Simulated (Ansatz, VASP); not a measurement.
**One calculation of Sb, two programs**

```
CELL_PARAMETERS angstrom
12.73010 0.00000 0.00000
0.00000 4.34962 0.00000
0.00000 0.00000 4.62568
ATOMIC_POSITIONS crystal
Sb 0.12760 0.25000 0.33744
Sb 0.37240 0.75000 0.83744
Sb 0.62760 0.25000 0.16256
Sb 0.87240 0.75000 0.66256
Sb 0.14008 0.75000 0.76397
Sb 0.35992 0.25000 0.26397
Sb 0.64008 0.75000 0.73603
Sb 0.85992 0.25000 0.23603
```

Alike in both runs: functional PBE; k mesh 4 × 8 × 8; occupations gaussian, width 0.02 eV; no spin polarisation.

Ansatz relaxed the structure, and its values are those at the end. VASP's run is a single point on that final structure, the one shown.

|  | VASP | Ansatz |
| --- | --- | --- |
| version | VASP 6.6.1 | Ansatz 0.2.0 |
| potentials or method | VASP PAW PBE potentials, release 64 (Sb), cutoff 520 eV | scalar-relativistic, plane waves, PAW |
| valence electrons in the cell | 40 | 120 |

Ansatz gave:

| Quantity | Value |
| --- | --- |
| gap on the k mesh at the Fermi level (eV) | none |
| pressure (GPa) | 0.0 |
| rms of the force components (eV/Å) | 0.002 |

Question: What did VASP give for the same quantities?

Answer: gap on the k mesh at the Fermi level (eV): none; pressure (GPa): 0.0; rms of the force components (eV/Å): 0.020.

A gap of «none» marks a metal or a gap that the smearing closes. With one functional, cell and mesh, what is left measures potentials, basis and numerics. VASP's potentials hold 40 valence electrons a cell and Ansatz's 120, so a difference there can come from the potentials and not from the codes.

Neither program's run includes spin-orbit coupling.
